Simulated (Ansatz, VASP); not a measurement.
Two plane-wave programs on NiO

File INCAR:

```
PREC = Accurate
ENCUT = 700
EDIFF = 1E-6
ISMEAR = 0
SIGMA = 0.1
LREAL = F
LASPH = T
NELM = 120
ALGO = Normal
ISIF = 2
LWAVE = F
LCHARG = F
GGA = PE
NBANDS = 32
GGA_COMPAT = F
```

Contents of KPOINTS:

```
Automatic mesh
0
Gamma
  6 6 4
```

Contents of POSCAR:

```
NiO
1.0
    2.8288312977      0.0000000000      0.0000000000
    0.0000000000      2.8288312977      0.0000000000
    0.0000000000      0.0000000000      5.0163635950
Ni O
2 2
Direct
    0.0000000000      0.5000000000      0.5000000000
    0.5000000000      0.0000000000      0.0000000000
    0.0000000000      0.0000000000      0.2500000000
    0.0000000000      0.0000000000      0.7500000000
```

Input for Ansatz:

```yaml
crystal:
  lattice:
    - [2.8288312977, 0.0, 0.0]
    - [0.0, 2.8288312977, 0.0]
    - [0.0, 0.0, 5.016363595]
  atoms:
    - { symbol: Ni, position: [0.0, 0.5, 0.5] }
    - { symbol: Ni, position: [0.5, 0.0, 0.0] }
    - { symbol: O, position: [0.0, 0.0, 0.25] }
    - { symbol: O, position: [0.0, 0.0, 0.75] }
basis:
  ecutwfc: 420
kpoints:
  mp_grid: { grid: [6, 6, 4] }
hamiltonian:
  xc: pbe
scf:
  occupations: { method: gaussian, width: 0.1 }
  lower_state_search: "off"
output:
  forces: true
  stress: true
  eigenvalues: true
```

Change from the starting cell: the structure that the rattled cell fell into.

Alike in both runs: task single point; functional PBE; k mesh 6 × 6 × 4; occupations gaussian, width 0.1 eV; no spin polarisation.

```csv
,VASP,Ansatz
version,VASP 6.6.1,Ansatz 0.2.0
potentials or method,"VASP PAW PBE potentials, release 64 (Ni_sv_GW, O), cutoff 700 eV","scalar-relativistic, plane waves, PAW"
valence electrons in the cell,48,48
```

Ansatz gave:

* gap on the k mesh at the Fermi level (eV): none
* pressure (GPa): -0.1
* traceless stress, the component that is largest in VASP (GPa): 0.00

**Question.** What did VASP give for the same quantities?

**Answer.** gap on the k mesh at the Fermi level (eV): none; pressure (GPa): -0.7; traceless stress, the component that is largest in VASP (GPa): 0.07.

A gap of «none» marks a metal or a gap that the smearing closes.

The k mesh is coarse, so the values compare programs but aren't converged.
